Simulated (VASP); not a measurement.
# Mg (I4/mmm) in VASP: further runs

The runs below take Mg through single point, with PBEsol.

All numbers are computed with VASP 6.6.1; they aren't measurements. Logs are shortened: lines on timing, memory, paths and dates and some standing lists are left out, and cuts for length are marked.

### 1 The cell of the first run

It takes space group I4/mmm (No. 139, tetragonal). The conventional cell has a = 3.729 Å, b = 3.729 Å, c = 3.260 Å, α = 90.00°, β = 90.00°, γ = 90.00°. Mg (site symmetry 4/mmm) has 14 Mg at 3.10 to 3.73 Å within 4.1 Å.

### 2 Single point, PBEsol

Contents of INCAR:

```
ALGO = Normal ; EDIFF = 1E-6
ENCUT = 520 ; GGA = PS
ISIF = 2 ; ISMEAR = 0
LASPH = T ; LCHARG = T
LELF = T ; LREAL = F
LVHAR = T ; LWAVE = F
NBANDS = 7 ; NELM = 100
PREC = Accurate ; SIGMA = 0.15
```

Contents of KPOINTS:

```
k-points
0
Gamma
  18 18 18
```

Contents of POSCAR:

```
Mg
1.0
   -1.8644500000      1.8644500000      1.6301500000
    1.8644500000     -1.8644500000      1.6301500000
    1.8644500000      1.8644500000     -1.6301500000
Mg
1
Direct
    0.0000000000      0.0000000000      0.0000000000
```

Potentials or basis: VASP PAW PBE potentials, release 64 (Mg).

Command:

```console
> cat potpaw_PBE.64/Mg/POTCAR > POTCAR
> mpirun -np 1 vasp_std > vasp.out
```

OUTCAR:

```text
EDIFF = 1E-6
   ENCUT = 520
   GGA = PS
   ISIF = 2
   ISMEAR = 0
   LASPH = T
   LREAL = F
   NELM = 100
   PREC = Accurate

 ion  position               nearest neighbor table
   1  0.000  0.000  0.000-

  LATTYP: Found a body centered tetragonal cell.
 ALAT       =     3.7289000000
 C/A-ratio  =     0.8743329132

  Lattice vectors:

 A1 = (  -1.8644500000,   1.8644500000,   1.6301500000)
 A2 = (   1.8644500000,  -1.8644500000,   1.6301500000)
 A3 = (   1.8644500000,   1.8644500000,  -1.6301500000)

Analysis of symmetry for initial positions (statically):
=====================================================================
 Subroutine PRICEL returns:
 Original cell was already a primitive cell.

 Routine SETGRP: Setting up the symmetry group for a
 body centered tetragonal supercell.

 Subroutine GETGRP returns: Found 16 space group operations
 (whereof 16 operations were pure point group operations)
 out of a pool of 16 trial point group operations.

The static configuration has the point symmetry D_4h.

Analysis of symmetry for dynamics (positions and initial velocities):
=====================================================================
 Subroutine PRICEL returns:
 Original cell was already a primitive cell.

 Routine SETGRP: Setting up the symmetry group for a
 body centered tetragonal supercell.

 Subroutine GETGRP returns: Found 16 space group operations
 (whereof 16 operations were pure point group operations)
 out of a pool of 16 trial point group operations.

The dynamic configuration has the point symmetry D_4h.

 Subroutine INISYM returns: Found 16 space group operations
 (whereof 16 operations are pure point group operations),
 and found     1 'primitive' translations

----------------------------------------------------------------------------------------

                                     Primitive cell

  volume of cell :      22.6667

  direct lattice vectors                    reciprocal lattice vectors
    -1.864450000  1.864450000  1.630150000     0.000000000  0.268175601  0.306720240
     1.864450000 -1.864450000  1.630150000     0.268175601  0.000000000  0.306720240
     1.864450000  1.864450000 -1.630150000     0.268175601  0.268175601  0.000000000

  length of vectors
     3.099957520  3.099957520  3.099957520     0.407425403  0.407425403  0.379257573

  position of ions in fractional coordinates (direct lattice)
     0.000000000  0.000000000  0.000000000

  ion indices of the primitive-cell ions
   primitive index   ion index
                 1           1

----------------------------------------------------------------------------------------

 KPOINTS: k-points

Automatic generation of k-mesh.
 Grid dimensions read from file:
 generate k-points for:   18   18   18

 Generating k-lattice:

  Cartesian coordinates                     Fractional coordinates (reciprocal lattice)
     0.000000000  0.014898645  0.017040013     0.055555556  0.000000000 -0.000000000
     0.014898645  0.000000000  0.017040013     0.000000000  0.055555556 -0.000000000
     0.014898645  0.014898645  0.000000000     0.000000000  0.000000000  0.055555556

  Length of vectors
     0.022634745  0.022634745  0.021069865

  Shift w.r.t. Gamma in fractional coordinates (k-lattice)
     0.000000000  0.000000000  0.000000000

 Subroutine IBZKPT returns following result:
 ===========================================

 Found    480 irreducible k-points:

 Following reciprocal coordinates:
            Coordinates               Weight
  0.000000  0.000000  0.000000      1.000000
  0.055556 -0.000000  0.000000      8.000000
  0.111111 -0.000000  0.000000      8.000000
  0.166667 -0.000000  0.000000      8.000000
  0.222222 -0.000000  0.000000      8.000000
  0.277778  0.000000 -0.000000      8.000000
[... 16 lines left out ...]
 -0.277778  0.055556  0.000000     16.000000
 -0.222222  0.055556  0.000000     16.000000
 [... further k-points ...]
   k-points           NKPTS =    480   k-points in BZ     NKDIM =    480   number of bands    NBANDS=      7
   number of dos      NEDOS =    301   number of ions     NIONS =      1
   total plane-waves  NPLWV =  13824
   dimension x,y,z NGX =    24 NGY =   24 NGZ =   24
   dimension x,y,z NGXF=    48 NGYF=   48 NGZF=   48
   ions per type =               1
   NGX,Y,Z   is equivalent  to a cutoff of  12.87, 12.87, 12.87 a.u.
   NGXF,Y,Z  is equivalent  to a cutoff of  25.74, 25.74, 25.74 a.u.
 SYSTEM =  unknown system
   PREC   = accura    normal or accurate (medium, high low for compatibility)
   ISTART =      0    job   : 0-new  1-cont  2-samecut
   ICHARG =      2    charge: 1-file 2-atom 10-const
   ISPIN  =      1    spin polarized calculation?
   LNONCOLLINEAR =      F non collinear calculations
   LSORBIT =      F    spin-orbit coupling
   LASPH  =      T    aspherical Exc in radial PAW
   ENCUT  =  520.0 eV  38.22 Ry    6.18 a.u.   5.76  5.76  5.76*2*pi/ulx,y,z
   NELM   =    100;   NELMIN=  2; NELMDL= -5     # of ELM steps
   EDIFF  = 0.1E-05   stopping-criterion for ELM
   LREAL  =      F    real-space projection
   EDIFFG = 0.1E-04   stopping-criterion for IOM
   NSW    =      0    number of steps for IOM
   IBRION =     -1    ionic relax: 0-MD 1-quasi-New 2-CG
   NFREE  =      0    steps in history (QN), initial steepest desc. (CG)
   ISIF   =      2    stress and relaxation
   ISYM   =      2    0-nonsym 1-usesym 2-fastsym
   POTIM  = 0.5000    time-step for ionic-motion
   TEBEG  =    0.0;   TEEND  =   0.0 temperature during run
   PSTRESS=    0.0 pullay stress
   NELECT =       2.0000    total number of electrons
   NUPDOWN=      -1.0000    fix difference up-down
   EMIN   =  10.00;   EMAX   =-10.00  energy-range for DOS
   EFERMI =   0.00;   METHOD = LEGACY
   ISMEAR =     0;   SIGMA  =   0.15  broadening in eV -4-tet -1-fermi 0-gaus
   EFERMI_NEDOS =   21; number of points for ismear=-14 and -15
   IALGO  =     38    algorithm
   IMIX   =      4    mixing-type and parameters
     AMIX     =   0.40;   BMIX     =  1.00
     AMIX_MAG =   1.60;   BMIX_MAG =  1.00
  volume/ion in A,a.u.               =      22.67       152.96
  Fermi-wavevector in a.u.,A,eV,Ry     =   0.728823  1.377275  7.227175  0.531182
  Thomas-Fermi vector in A             =   1.820392
   LORBIT       =      0    0 simple, 1 ext, 2 COOP (PROOUT), +10 PAW based schemes
   GGA     = PS    functional components
   LHFCALC =     F    Hartree Fock is set to
   AEXX    =    0.0000 exact exchange contribution
   IVDW    =     0    specifies the selected vdW correction
   LEPSILON=     F    determine dielectric tensor
   LRPA    =     F    only Hartree local field effects (RPA)
 non-spin polarized calculation
 Gauss-broadening in eV      SIGMA  =   0.15
  energy-cutoff  :      520.00
  volume of cell :       22.67
 maximum number of plane-waves:       622
   NGX = 11   NGY = 11   NGZ = 11

 number of electron       2.0000000 magnetization

 Free energy of the ion-electron system (eV)
  ---------------------------------------------------
  ext. energy  EPLUGINS =         0.00000000
  ---------------------------------------------------
  free energy    TOTEN  =        -1.69397063 eV

  energy without entropy =       -1.68895200  energy(sigma->0) =       -1.69146132

 E-fermi :   2.6771     XC(G=0):  -8.5747

 val. band max:        2.6579452921   @ k =   0.3333   0.3333   0.1111
 cond. band min:       2.6823771630   @ k =   0.5000   0.0556   0.0000
 fundamental gap:      0.0244318710
 Fermi energy:         2.6770748173

 k-point     1 :       0.0000    0.0000    0.0000
  band No.  band energies     occupation
      1      -4.3244      2.00000
      2      14.0659      0.00000
      3      16.3178      0.00000
      4      16.4056      0.00000
      5      16.4056      0.00000
      6      16.9128      0.00000
      7      16.9128      0.00000

 k-point     2 :       0.0556   -0.0000    0.0000
  band No.  band energies     occupation
      1      -4.2471      2.00000
      2      13.7172      0.00000
      3      15.3903      0.00000
      4      16.0230      0.00000
      5      16.3764      0.00000
      6      16.8978      0.00000
      7      17.2034      0.00000

 k-point     3 :       0.1111   -0.0000    0.0000
  band No.  band energies     occupation
      1      -4.0155      2.00000
      2      13.0630      0.00000
      3      13.8246      0.00000
      4      14.9123      0.00000
      5      15.4139      0.00000
      6      17.3455      0.00000
      7      17.9483      0.00000

 k-point     4 :       0.1667   -0.0000    0.0000
  band No.  band energies     occupation
      1      -3.6309      2.00000
      2      11.8745      0.00000
      3      12.4154      0.00000
      4      14.1460      0.00000
      5      14.4490      0.00000
      6      16.6242      0.00000
      7      18.7038      0.00000

 k-point     5 :       0.2222   -0.0000    0.0000
  band No.  band energies     occupation
      1      -3.0950      2.00000
      2       9.9332      0.00000
      3      11.8539      0.00000
      4      13.5240      0.00000
      5      13.5861      0.00000
      6      15.8936      0.00000
      7      19.0779      0.00000

 k-point     6 :       0.2778    0.0000   -0.0000
  band No.  band energies     occupation
      1      -2.4107      2.00000
      2       8.0768      0.00000
      3      11.3996      0.00000
      4      12.8545      0.00000
      5      13.0259      0.00000
      6      15.2403      0.00000
      7      19.4537      0.00000

 k-point     7 :       0.3333   -0.0000    0.0000
  band No.  band energies     occupation
      1      -1.5816      2.00000
      2       6.3289      0.00000
      3      11.0575      0.00000
      4      12.2667      0.00000
      5      12.6481      0.00000
      6      14.6964      0.00000
      7      19.9048      0.00000
[... 121 lines left out ...]
 k-point    20 :      -0.4444    0.0556   -0.0000
  band No.  band energies     occupation
      1      -0.1032      2.00000
      2       4.0833      0.00000
      3       9.7877      0.00000
      4      11.7573      0.00000
      5      12.6099      0.00000
      6      14.9272      0.00000
      7      21.5563      0.00000

 k-point    21 :      -0.3889    0.0556   -0.0000
  band No.  band energies     occupation
      1      -1.1277      2.00000
      2       5.6484      0.00000
      3       9.9324      0.00000
      4      12.1460      0.00000
      5      12.7900      0.00000
      6      15.3337      0.00000
      7      21.2381      0.00000

 k-point    22 :      -0.3333    0.0556    0.0000
  band No.  band energies     occupation
      1      -2.0176      2.00000
      2       7.3352      0.00000
      3      10.2132      0.00000
      4      12.6325      0.00000
      5      13.1367      0.00000
      6      15.8657      0.00000
      7      20.7667      0.00000

 k-point    23 :      -0.2778    0.0556    0.0000
  band No.  band energies     occupation
      1      -2.7648      2.00000
      2       9.1170      0.00000
      3      10.6427      0.00000
      4      13.1804      0.00000
      5      13.6819      0.00000
      6      16.5046      0.00000
      7      20.1145      0.00000

 k-point    24 :      -0.2222    0.0556    0.0000
  band No.  band energies     occupation
      1      -3.3651      2.00000
      2      10.7964      0.00000
      3      11.3972      0.00000
      4      13.7890      0.00000
      5      14.4149      0.00000
      6      17.2164      0.00000
      7      19.1997      0.00000

 [... further k-points ...]

------------------------ aborting loop because EDIFF is reached ----------------------------------------

  FORCE on cell =-STRESS in cart. coord.  units (eV):
  Direction    XX          YY          ZZ          XY          YZ          ZX
  --------------------------------------------------------------------------------------
  -------------------------------------------------------------------------------------
  Total       -0.0594471     -0.0594471      0.0730985      0.0000000     -0.0000000      0.0000000
  in kB       -4.2019601     -4.2019601      5.1668977      0.0000000     -0.0000000      0.0000000
  external PRESSURE =      -1.0790075 kB  Pullay stress =       0.0000000 kB

 VOLUME and BASIS-vectors are now :
 -----------------------------------------------------------------------------
  energy-cutoff  :      520.00
  volume of cell :       22.67
      direct lattice vectors                 reciprocal lattice vectors
    -1.864450000  1.864450000  1.630150000     0.000000000  0.268175601  0.306720240
     1.864450000 -1.864450000  1.630150000     0.268175601  0.000000000  0.306720240
     1.864450000  1.864450000 -1.630150000     0.268175601  0.268175601  0.000000000

 POSITION                                       TOTAL-FORCE (eV/Angst)
 -----------------------------------------------------------------------------------
      0.00000      0.00000      0.00000        -0.000000      0.000000      0.000000
 -----------------------------------------------------------------------------------
    total drift:                                0.000000      0.000000      0.000000

  FREE ENERGIE OF THE ION-ELECTRON SYSTEM (eV)
  ---------------------------------------------------
  free  energy   TOTEN  =        -1.6939706262 eV

  energy  without entropy=       -1.6889520043  energy(sigma->0) =       -1.69146132
```

Run time: 14 s. Hardware: 1 thread of Intel Xeon 6975P-C (Granite Rapids), shared host; peak memory 0.2 GiB.

Results:

- Free energy: -1.6940 eV
- Pressure: -0.1 GPa
- Band gap on the k mesh: zero (bands 1 and 2 overlap by 4.57 eV)

Stress tensor (GPa, compression positive):
```
-0.42  0.00  0.00
 0.00 -0.42  0.00
 0.00  0.00  0.52
```

Caveat: the PAW data sets were made with another functional, which shifts forces and pressure a little.

### 3 Single point, PBEsol

This run uses another cell than the first one, of 22.72 Å³/atom.

Contents of INCAR:

```
SYSTEM = Mg
PREC = Accurate
ENCUT = 520
EDIFF = 1E-6
ISMEAR = 0
SIGMA = 0.15
LREAL = .False.
LASPH = .True.
NELM = 60
ALGO = Fast
ISIF = 2
LWAVE = .False.
LCHARG = .True.
GGA = PS
LELF = .True.
LVHAR = .True.
NBANDS = 7
```

Contents of KPOINTS:

```
regular mesh
0
Gamma
  18 18 18
  0 0 0
```

Contents of POSCAR:

```
Mg
1.0
   -1.9495000000      1.9495000000      1.4943000000
    1.9495000000     -1.9495000000      1.4943000000
    1.9495000000      1.9495000000     -1.4943000000
Mg
1
Direct
    0.0000000000      0.0000000000      0.0000000000
```

Potentials or basis: VASP PAW PBE potentials, release 64 (Mg).

Command:

```console
> cat potpaw_PBE.64/Mg/POTCAR > POTCAR
> mpirun -np 1 vasp_std > vasp.out
```

It took 14 s on 1 thread of Intel Xeon 6975P-C (Granite Rapids), shared host; peak memory 0.2 GiB.

It converged, with:

| Property | Result |
| --- | --- |
| Free energy | -1.6548 eV |
| Pressure | 1.0 GPa |
| Band gap on the k mesh | zero (bands 1 and 2 overlap by 4.32 eV) |

Stress tensor (GPa, compression positive):
```
-1.08  0.00  0.00
 0.00 -1.08  0.00
 0.00  0.00  5.06
```

Levels at points of the mesh, in eV from the Fermi level:
```csv
k point,band 1,band 2,band 3,band 4,band 5
"(0.00, 0.00, 0.00)",-6.93,9.96,11.98,11.98,12.33
"(0.50, 0.00, 0.00)",-0.87,0.04,7.55,8.49,8.99
"(0.50, 0.50, 0.00)",-2.12,-2.06,12.65,12.76,13.40
"(0.50, 0.50, 0.50)",2.07,2.07,2.93,3.27,8.98
```

Caveat: the PAW data sets were made with another functional, which shifts forces and pressure a little.
